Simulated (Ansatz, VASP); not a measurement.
K in VASP and in Ansatz

```xyz
1
Lattice="-2.6976 2.6976 2.6976 2.6976 -2.6976 2.6976 2.6976 2.6976 -2.6976" Properties=species:S:1:pos:R:3 pbc="T T T"
K     0.0000    0.0000    0.0000
```

Alike in both runs: task single point; functional PBE; k mesh 6 × 6 × 6; occupations gaussian, width 0.1 eV; no spin polarisation.

|  | VASP | Ansatz |
| --- | --- | --- |
| version | VASP 6.6.1 | Ansatz 0.2.0 |
| potentials or method | VASP PAW PBE potentials, release 64 (K_sv), cutoff 500 eV | scalar-relativistic, plane waves, PAW |
| valence electrons in the cell | 9 | 9 |

|  | VASP | Ansatz | Ansatz less VASP |
| --- | --- | --- | --- |
| gap on the k mesh at the Fermi level (eV) | none | none | - |
| pressure (GPa) | -0.2 | -0.2 | +0.01 |

A gap of «none» marks a metal or a gap that the smearing closes. The functional is the same, so the differences come from potentials, cutoffs and numerics.
